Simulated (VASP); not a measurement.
# C (Cmce) in VASP: notebook

C is run at these levels: PBEsol; tasks: relaxation of cell and atoms.

Program: VASP 6.6.1. These are calculated values, not measurements. Logs are shortened: lines on timing, memory, paths and dates and some standing lists are left out, and cuts for length are marked.

### Step 1. The cell of the first run

Symmetry: Cmce, No. 64, orthorhombic system. The conventional cell has a = 4.684 Å, b = 3.096 Å, c = 6.314 Å, α = 90.00°, β = 90.00°, γ = 90.00°. Within 2.3 Å of C (site symmetry m) lie 3 C at 1.75 to 2.28 Å.

### Step 2. Relaxation of cell and atoms, PBEsol

Contents of INCAR:

```
PREC = Accurate
ENCUT = 600
EDIFF = 1E-6
ISMEAR = 0
SIGMA = 0.1
LREAL = False
LASPH = True
NELM = 100
ALGO = Normal
ISIF = 3
LWAVE = False
LCHARG = False
GGA = PS
IBRION = 2
NSW = 90
EDIFFG = -0.04
```

Contents of KPOINTS:

```
Automatic mesh
0
Gamma
  6 6 4
```

Contents of POSCAR:

```
C
1.0
    2.3419446424     -1.5478462523      0.0000000000
    2.3419446424      1.5478462523      0.0000000000
    0.0000000000      0.0000000000      6.3140506141
C
4
Direct
    0.8500000000      0.1500000000      0.1170000000
    0.6500000000      0.3500000000      0.6170000000
    0.1500000000      0.8500000000      0.8830000000
    0.3500000000      0.6500000000      0.3830000000
```

Potentials or basis: VASP PAW PBE potentials, release 64 (C).

The run is started by

```bash
$ cat potpaw_PBE.64/C/POTCAR > POTCAR
$ mpirun -np 1 vasp_std > vasp.out
```

OUTCAR:

```text
PREC = Accurate
   ENCUT = 600
   EDIFF = 1E-6
   ISMEAR = 0
   LREAL = False
   LASPH = True
   NELM = 100
   ISIF = 3
   GGA = PS
   IBRION = 2
   NSW = 90
   EDIFFG = -0.04

 ion  position               nearest neighbor table
   1  0.850  0.150  0.117-   3 1.75
   2  0.650  0.350  0.617-   4 1.75
   3  0.150  0.850  0.883-   1 1.75
   4  0.350  0.650  0.383-   2 1.75

  LATTYP: Found a base centered orthorhombic cell.
 ALAT       =     3.0956925046
 B/A-ratio  =     1.5130344108
 C/A-ratio  =     2.0396246089

  Lattice vectors:

 A1 = (  -2.3419446424,  -1.5478462523,   0.0000000000)
 A2 = (   2.3419446424,  -1.5478462523,   0.0000000000)
 A3 = (   0.0000000000,   0.0000000000,   6.3140506141)

Analysis of symmetry for initial positions (statically):
=====================================================================
 Subroutine PRICEL returns:
 Original cell was already a primitive cell.

 Routine SETGRP: Setting up the symmetry group for a
 base centered orthorhombic supercell.

 Subroutine GETGRP returns: Found  8 space group operations
 (whereof  4 operations were pure point group operations)
 out of a pool of  8 trial point group operations.

The static configuration has the point symmetry C_2h.
 The point group associated with its full space group is D_2h.

Analysis of symmetry for dynamics (positions and initial velocities):
=====================================================================
 Subroutine PRICEL returns:
 Original cell was already a primitive cell.

 Routine SETGRP: Setting up the symmetry group for a
 base centered orthorhombic supercell.

 Subroutine GETGRP returns: Found  8 space group operations
 (whereof  4 operations were pure point group operations)
 out of a pool of  8 trial point group operations.

The dynamic configuration has the point symmetry C_2h.
 The point group associated with its full space group is D_2h.

 Subroutine INISYM returns: Found  8 space group operations
 (whereof  4 operations are pure point group operations),
 and found     1 'primitive' translations

----------------------------------------------------------------------------------------

                                     Primitive cell

  volume of cell :      45.7765

  direct lattice vectors                    reciprocal lattice vectors
     2.341944642 -1.547846252  0.000000000     0.213497788 -0.323029499  0.000000000
     2.341944642  1.547846252  0.000000000     0.213497788  0.323029499  0.000000000
[... 77 lines left out ...]
   NGX,Y,Z   is equivalent  to a cutoff of  14.21, 14.21, 13.16 a.u.
   NGXF,Y,Z  is equivalent  to a cutoff of  28.43, 28.43, 26.33 a.u.
 SYSTEM =  unknown system
   PREC   = accura    normal or accurate (medium, high low for compatibility)
   ISTART =      0    job   : 0-new  1-cont  2-samecut
   ICHARG =      2    charge: 1-file 2-atom 10-const
   ISPIN  =      1    spin polarized calculation?
   LNONCOLLINEAR =      F non collinear calculations
   LSORBIT =      F    spin-orbit coupling
   LASPH  =      T    aspherical Exc in radial PAW
   ENCUT  =  600.0 eV  44.10 Ry    6.64 a.u.   5.61  5.61 12.61*2*pi/ulx,y,z
   NELM   =    100;   NELMIN=  2; NELMDL= -5     # of ELM steps
   EDIFF  = 0.1E-05   stopping-criterion for ELM
   LREAL  =      F    real-space projection
   EDIFFG = -.4E-01   stopping-criterion for IOM
   NSW    =     90    number of steps for IOM
   IBRION =      2    ionic relax: 0-MD 1-quasi-New 2-CG
   NFREE  =      1    steps in history (QN), initial steepest desc. (CG)
   ISIF   =      3    stress and relaxation
   ISYM   =      2    0-nonsym 1-usesym 2-fastsym
   POTIM  = 0.5000    time-step for ionic-motion
   TEBEG  =    0.0;   TEEND  =   0.0 temperature during run
   PSTRESS=    0.0 pullay stress
   NELECT =      16.0000    total number of electrons
   NUPDOWN=      -1.0000    fix difference up-down
   EMIN   =  10.00;   EMAX   =-10.00  energy-range for DOS
   EFERMI =   0.00;   METHOD = LEGACY
   ISMEAR =     0;   SIGMA  =   0.10  broadening in eV -4-tet -1-fermi 0-gaus
   EFERMI_NEDOS =   21; number of points for ismear=-14 and -15
   IALGO  =     38    algorithm
   IMIX   =      4    mixing-type and parameters
     AMIX     =   0.40;   BMIX     =  1.00
     AMIX_MAG =   1.60;   BMIX_MAG =  1.00
  volume/ion in A,a.u.               =      11.44        77.23
  Fermi-wavevector in a.u.,A,eV,Ry     =   1.153189  2.179212 18.093652  1.329846
  Thomas-Fermi vector in A             =   2.289835
   LORBIT       =      0    0 simple, 1 ext, 2 COOP (PROOUT), +10 PAW based schemes
   GGA     = PS    functional components
   LHFCALC =     F    Hartree Fock is set to
   AEXX    =    0.0000 exact exchange contribution
   IVDW    =     0    specifies the selected vdW correction
   LEPSILON=     F    determine dielectric tensor
   LRPA    =     F    only Hartree local field effects (RPA)
 conjugate gradient relaxation of ions
 non-spin polarized calculation
 Gauss-broadening in eV      SIGMA  =   0.10
  energy-cutoff  :      600.00
  volume of cell :       45.78
 maximum number of plane-waves:      1547
 NGX is ok and might be reduce to    24
   NGX = 11   NGY = 11   NGZ = 25

--------------------------------------- Ionic step        1  -------------------------------------------

 number of electron      16.0000000 magnetization

 Free energy of the ion-electron system (eV)
  ---------------------------------------------------
  ext. energy  EPLUGINS =         0.00000000
  ---------------------------------------------------
  free energy    TOTEN  =       -20.76236297 eV

  energy without entropy =      -20.74839645  energy(sigma->0) =      -20.75537971

 E-fermi :   2.3684     XC(G=0): -10.5964

 val. band max:        2.3459763971   @ k =   0.3333   0.3333   0.0000
 cond. band min:       2.4020769224   @ k =   0.1667  -0.0000   0.0000
 fundamental gap:      0.0561005253
 Fermi energy:         2.3683562151
[... 1196 lines left out ...]
      1     -12.5141      2.00000
      2     -11.3712      2.00000
      3      -6.4073      2.00000
      4      -6.0291      2.00000
      5      -3.3724      2.00000
      6      -2.5204      2.00000
      7      -2.2782      2.00000
      8       1.1995      2.00000
      9      10.5498      0.00000
     10      11.2739      0.00000
     11      11.7385      0.00000
     12      13.8753      0.00000

 [... further k-points ...]

[... ionic steps 4 to 41 ...]

--------------------------------------- Ionic step       42  -------------------------------------------

 number of electron      16.0000001 magnetization

------------------------ aborting loop because EDIFF is reached ----------------------------------------
[... 71 lines left out ...]
--------------------------------------- Ionic step       44  -------------------------------------------

 number of electron      16.0000002 magnetization

 Free energy of the ion-electron system (eV)
  ---------------------------------------------------
  ext. energy  EPLUGINS =         0.00000000
  ---------------------------------------------------
  free energy    TOTEN  =       -34.00066277 eV

  energy without entropy =      -33.99746677  energy(sigma->0) =      -33.99906477

 E-fermi :   1.3483     XC(G=0):  -9.2342

 val. band max:        1.3453852495   @ k =   0.5000  -0.0000   0.5000
 cond. band min:       1.3509032669   @ k =   0.5000  -0.0000   0.5000
 fundamental gap:      0.0055180174
 Fermi energy:         1.3483490399
[... 391 lines left out ...]
  FREE ENERGIE OF THE ION-ELECTRON SYSTEM (eV)
  ---------------------------------------------------
  free  energy   TOTEN  =       -34.0006627710 eV

  energy  without entropy=      -33.9974667704  energy(sigma->0) =      -33.99906477

 reached required accuracy - stopping structural energy minimisation
```

OSZICAR:

```text
N       E                     dE             d eps       ncg     rms          rms(c)
DAV:   1     0.321848340777E+02    0.32185E+02   -0.79941E+03   936   0.132E+03
DAV:   2    -0.172208672143E+02   -0.49406E+02   -0.45508E+02  1196   0.169E+02
DAV:   3    -0.207880431074E+02   -0.35672E+01   -0.33902E+01  1400   0.408E+01
[... 383 lines left out ...]
DAV:   2    -0.340008563920E+02    0.64771E-03   -0.13429E-03  1060   0.354E-01    0.672E-02
DAV:   3    -0.340006650034E+02    0.19139E-03   -0.45117E-04  1020   0.205E-01    0.126E-02
DAV:   4    -0.340006642273E+02    0.77613E-06   -0.58687E-05  1068   0.591E-02    0.761E-03
DAV:   5    -0.340006627133E+02    0.15140E-05   -0.50459E-06   984   0.164E-02    0.162E-03
DAV:   6    -0.340006627710E+02   -0.57673E-07   -0.12702E-07   552   0.332E-03
  44 F= -.34000663E+02 E0= -.33999065E+02  d E =-.648524E-03
```

CONTCAR:

```text
C
   1.00000000000000
     3.0447748551718878   -1.2847090842628759    0.0000000000000000
     3.0447748551718878    1.2847090842628759   -0.0000000000000000
     0.0000000000000000   -0.0000000000000000    6.1307081641850694
  C
     4
Direct
     0.7470066387464291    0.2529933612535711    0.0000723753785836
     0.7529933612535709    0.2470066387464288    0.5000723753785837
     0.2529933612535711    0.7470066387464290    0.9999276246214164
     0.2470066387464288    0.7529933612535710    0.4999276246214162

  0.00000000E+00  0.00000000E+00  0.00000000E+00
  0.00000000E+00  0.00000000E+00  0.00000000E+00
  0.00000000E+00  0.00000000E+00  0.00000000E+00
  0.00000000E+00  0.00000000E+00  0.00000000E+00
```

It took 11 min on 1 thread of Intel Xeon 8259CL, shared host; peak memory 0.18 GiB.

Results:

* Free energy: -34.0007 eV
* Relaxed volume: 11.99 Å³/atom
* Relaxed cell: a = 3.305 Å, b = 3.305 Å, c = 6.131 Å, α = 90.00°, β = 90.00°, γ = 45.75°
* Space group after relaxing (to 0.05 Å): P4/mmm (No. 123)
* Energy gained by relaxing: 3309.6 meV/atom
* Ionic steps: 44
* Pressure after relaxing: 0.0 GPa
* Largest force after relaxing: 0.004 eV/Å
* Band gap on the k mesh: 0.01 eV, direct

Forces in eV/Å, atoms in the order of the input:
```
C    0.000  0.000 -0.004
C    0.000  0.000 -0.004
C    0.000  0.000  0.004
C    0.000  0.000  0.004
```

Step by step:
| step | energy change (eV) | largest force (eV/Å) | pressure (GPa) | volume (Å³) |
| --- | --- | --- | --- | --- |
| 1 | 0.0000 | 2.7340 | -40.11 | 45.78 |
| 3 | -4.7519 | 4.2373 | -14.15 | 32.84 |
| 5 | -9.3463 | 15.3881 | 64.71 | 24.56 |
| 7 | 112.4948 | 348.2678 | 1024.19 | 23.66 |
| 9 | 95.6836 | 308.2016 | 904.27 | 24.45 |
| 11 | 46.4204 | 180.1397 | 603.47 | 24.82 |
| 13 | -7.0711 | 8.5312 | 52.26 | 26.33 |
| 15 | -7.8291 | 3.1605 | 20.09 | 26.65 |
| 17 | -7.9388 | 1.0460 | 7.30 | 26.86 |
| 19 | -7.9607 | 1.4862 | 9.88 | 26.82 |
| 21 | -8.1994 | 1.2587 | 11.98 | 26.87 |
| 23 | -9.1345 | 0.7933 | 25.96 | 27.05 |
| 25 | -8.3770 | 7.7603 | 148.84 | 27.36 |
| 27 | -10.2190 | 0.7518 | 62.29 | 28.07 |
| 29 | -12.4252 | 1.8588 | 29.97 | 35.79 |
| 31 | -12.9017 | 0.1552 | -16.31 | 54.75 |
| 33 | -13.1934 | 0.1367 | -1.12 | 50.41 |
| 35 | -13.2052 | 0.1234 | -1.47 | 50.06 |
| 37 | -13.2159 | 0.1749 | -2.22 | 49.57 |
| 39 | -13.2282 | 0.4270 | 0.16 | 48.60 |
| 41 | -13.2376 | 0.0457 | 0.04 | 47.98 |
| 43 | -13.2379 | 0.0223 | -0.13 | 47.98 |
| 44 | -13.2383 | 0.0045 | 0.01 | 47.96 |

Final structure:
```
C
1.0
     3.04477   -1.28471    0.00000
     3.04477    1.28471    0.00000
     0.00000    0.00000    6.13071
C
4
Direct
  0.74701 0.25299 0.00007
  0.75299 0.24701 0.50007
  0.25299 0.74701 0.99993
  0.24701 0.75299 0.49993
```

Caveat: the PAW data sets were made with another functional, which shifts forces and pressure a little; this functional lacks dispersion, which binds the layers, so the pressure and a relaxed spacing across them are unreliable. A k mesh can miss the band edges.

### Step 3. Relaxation of cell and atoms, PBEsol

This run uses another cell than the first one, of 11.49 Å³/atom, 1.004 times its volume.

Contents of INCAR:

```
PREC     = Accurate       # precision mode
ENCUT    = 600            # plane-wave cutoff, eV
EDIFF    = 1E-7           # SCF threshold, eV
ISMEAR   = 0              # smearing method
SIGMA    = 0.1            # smearing width, eV
LREAL    = F              # projectors in reciprocal space
LASPH    = T              # aspherical terms in the spheres
NELM     = 80             # most SCF steps
ALGO     = Normal         # electronic algorithm
ISIF     = 3              # what is computed and relaxed
LWAVE    = F              # write WAVECAR
LCHARG   = F              # write CHGCAR
GGA      = PS             # functional
IBRION   = 2              # ionic algorithm
NSW      = 90             # ionic steps
EDIFFG   = -0.04          # ionic threshold
```

Contents of KPOINTS:

```
regular mesh
0
Gamma
  6 6 4
```

Contents of POSCAR:

```
C
1.0
    1.8919426155     -3.2064918765      0.0000000000
    1.8919426155      3.2064918765      0.0000000000
    0.0000000000      0.0000000000      3.7889184435
C
4
Direct
    0.1525000000      0.8475000000      0.0785000000
    0.6525000000      0.3475000000      0.4215000000
    0.8475000000      0.1525000000      0.9215000000
    0.3475000000      0.6525000000      0.5785000000
```

Potentials or basis: VASP PAW PBE potentials, release 64 (C).

The run is started by

```bash
$ cat potpaw_PBE.64/C/POTCAR > POTCAR
$ mpirun -np 1 vasp_std > vasp.out
```

OUTCAR:

```text
PREC = Accurate
   ENCUT = 600
   EDIFF = 1E-7
   ISMEAR = 0
   LREAL = F
   LASPH = T
   NELM = 80
   ISIF = 3
   GGA = PS
   IBRION = 2
   NSW = 90
   EDIFFG = -0.04

 ion  position               nearest neighbor table
   1  0.153  0.847  0.078-   3 2.04
   2  0.653  0.347  0.422-   4 2.04
   3  0.847  0.153  0.922-   1 2.04
   4  0.347  0.653  0.578-   2 2.04

  LATTYP: Found a base centered orthorhombic cell.
 ALAT       =     3.7838852310
 B/A-ratio  =     1.6948145521
 C/A-ratio  =     1.0013301705

  Lattice vectors:

 A1 = (   1.8919426155,  -3.2064918765,   0.0000000000)
 A2 = (   1.8919426155,   3.2064918765,   0.0000000000)
 A3 = (   0.0000000000,   0.0000000000,   3.7889184435)

Analysis of symmetry for initial positions (statically):
=====================================================================
 Subroutine PRICEL returns:
 Original cell was already a primitive cell.

 Routine SETGRP: Setting up the symmetry group for a
 base centered orthorhombic supercell.

 Subroutine GETGRP returns: Found  8 space group operations
 (whereof  4 operations were pure point group operations)
 out of a pool of  8 trial point group operations.

The static configuration has the point symmetry C_2h.
[... 153 lines left out ...]
  energy-cutoff  :      600.00
  volume of cell :       45.97
 maximum number of plane-waves:      1551
 NGX is ok and might be reduce to    30
   NGX = 15   NGY = 15   NGZ = 15

--------------------------------------- Ionic step        1  -------------------------------------------

 number of electron      16.0000000 magnetization

 Free energy of the ion-electron system (eV)
  ---------------------------------------------------
  ext. energy  EPLUGINS =         0.00000000
  ---------------------------------------------------
  free energy    TOTEN  =       -20.82700675 eV

  energy without entropy =      -20.81719017  energy(sigma->0) =      -20.82209846

 E-fermi :   2.5268     XC(G=0): -10.4971

 val. band max:        2.4785448942   @ k =   0.5000   0.3333   0.0000
 cond. band min:       2.5314669822   @ k =   0.3333   0.0000   0.0000
 fundamental gap:      0.0529220880
 Fermi energy:         2.5267839685
[... 827 lines left out ...]
      1      -8.7791      2.00000
      2      -6.5018      2.00000
      3      -2.5910      2.00000
      4       0.0014      2.00000
      5       0.3368      2.00000
      6       3.4051      2.00000
      7       6.6410      2.00000
      8      10.2092      0.39846
      9      12.6292      0.00000
     10      13.8323      0.00000
     11      16.4778      0.00000
     12      20.5941      0.00000

 [... further k-points ...]

[... ionic steps 4 to 26 ...]

--------------------------------------- Ionic step       27  -------------------------------------------

 number of electron      16.0000002 magnetization

------------------------ aborting loop because EDIFF is reached ----------------------------------------
[... 71 lines left out ...]
--------------------------------------- Ionic step       29  -------------------------------------------

 number of electron      16.0000002 magnetization

 Free energy of the ion-electron system (eV)
  ---------------------------------------------------
  ext. energy  EPLUGINS =         0.00000000
  ---------------------------------------------------
  free energy    TOTEN  =       -38.17473967 eV

  energy without entropy =      -38.17386550  energy(sigma->0) =      -38.17430259

 E-fermi :   6.6589     XC(G=0): -11.5865

 val. band max:        6.4193806783   @ k =   0.0000   0.0000   0.0000
 cond. band min:       6.6621227540   @ k =   0.0000   0.0000   0.2500
 fundamental gap:      0.2427420757
 Fermi energy:         6.6588683611
[... 391 lines left out ...]
  FREE ENERGIE OF THE ION-ELECTRON SYSTEM (eV)
  ---------------------------------------------------
  free  energy   TOTEN  =       -38.1747396718 eV

  energy  without entropy=      -38.1738654987  energy(sigma->0) =      -38.17430259

 reached required accuracy - stopping structural energy minimisation
```

It took 4.9 min on 1 thread of Intel Xeon Platinum 8488C (Sapphire Rapids), shared host; peak memory 0.17 GiB.

What came out:

```
Free energy                            : -38.1747 eV
Relaxed volume                         : 7.56 Å³/atom
Relaxed cell                           : a = 3.590 Å, b = 3.590 Å, c = 2.457 Å, α = 90.00°, β = 90.00°, γ = 72.68°
Space group after relaxing (to 0.05 Å) : Fmmm (No. 69)
Energy gained by relaxing              : 4336.9 meV/atom
Ionic steps                            : 29
Pressure after relaxing                : 0.2 GPa
Largest force after relaxing           : 0.016 eV/Å
Band gap on the k mesh                 : zero (band 8 reaches 6.81 eV, above the bottom of band 9 at 6.42 eV)
```

Forces on the atoms (eV/Å):
```
C    0.000 -0.016 -0.001
C    0.000 -0.016  0.001
C    0.000  0.016  0.001
C    0.000  0.016 -0.001
```

Stress tensor (GPa, compression positive):
```
 0.10  0.00  0.00
 0.00  0.40  0.00
 0.00  0.00 -0.01
```

The path:
```tsv
step	energy change (eV)	largest force (eV/Å)	pressure (GPa)	volume (Å³)
1	0.0000	0.3764	-38.60	45.97
2	-3.8845	1.3246	-31.61	29.88
3	-4.9096	2.2119	17.54	22.27
4	-4.9177	2.0843	2.06	23.47
5	-3.9057	10.1413	133.70	19.10
6	-5.6670	1.2423	28.43	21.57
7	-5.6796	1.4783	33.35	21.37
8	-8.1192	3.5079	22.74	21.74
9	-8.8947	6.4444	43.87	21.64
10	-9.3474	6.5396	43.25	22.02
11	-9.8497	6.8575	58.95	22.82
12	-10.8169	6.6095	48.19	23.45
13	-13.0429	5.4829	24.75	25.36
14	-14.1705	5.1599	15.65	29.34
15	-14.2940	4.7213	14.41	28.35
16	-15.4554	3.5864	-6.59	29.75
17	-16.5707	1.2778	-32.72	32.53
18	-16.6214	0.8747	-36.98	33.22
19	-17.2791	0.8097	-13.31	31.57
20	-17.3040	1.0493	-7.21	31.23
21	-17.3341	0.6003	-1.84	30.78
22	-17.3387	0.1696	-3.54	30.91
23	-17.3429	0.0529	-1.03	30.67
24	-17.3433	0.0011	0.11	30.57
25	-17.3452	0.0240	-0.07	30.50
26	-17.3472	0.1064	-0.50	30.32
27	-17.3475	0.1008	-0.01	30.22
28	-17.3477	0.0233	-0.19	30.26
29	-17.3477	0.0164	0.16	30.23
```

Final structure:
```
C
1.0
     2.89212   -2.12739    0.00000
     2.89212    2.12739    0.00000
     0.00000    0.00000    2.45660
C
4
Cartesian
  2.8921 1.4179 0.0000
  2.8921 -0.7095 1.2283
  2.8921 -1.4179 2.4566
  2.8921 0.7095 1.2283
```

Levels at points of the mesh, in eV from the Fermi level:
```csv
k point,band 6,band 7,band 8,band 9,band 10,band 11
"(0.00, 0.00, 0.00)",-4.41,-3.55,-3.47,-0.24,5.18,7.73
"(0.50, 0.00, 0.00)",-6.51,-5.58,-5.58,6.64,6.64,7.73
"(0.50, 0.50, 0.00)",-3.62,-3.50,-1.15,2.65,7.45,7.66
"(0.00, 0.00, 0.50)",-9.39,-1.78,-1.78,1.04,1.04,10.98
"(0.50, 0.00, 0.50)",-6.96,-2.92,-2.92,1.08,1.08,6.86
"(0.50, 0.50, 0.50)",-9.75,-4.69,-4.69,3.81,3.81,11.12
```

Caveat: the k points lie up to 0.64 Å⁻¹ apart in the final cell; the volume moved by over 15 % at a fixed basis, so the end points are rough; the PAW data sets were made with another functional, which shifts forces and pressure a little.
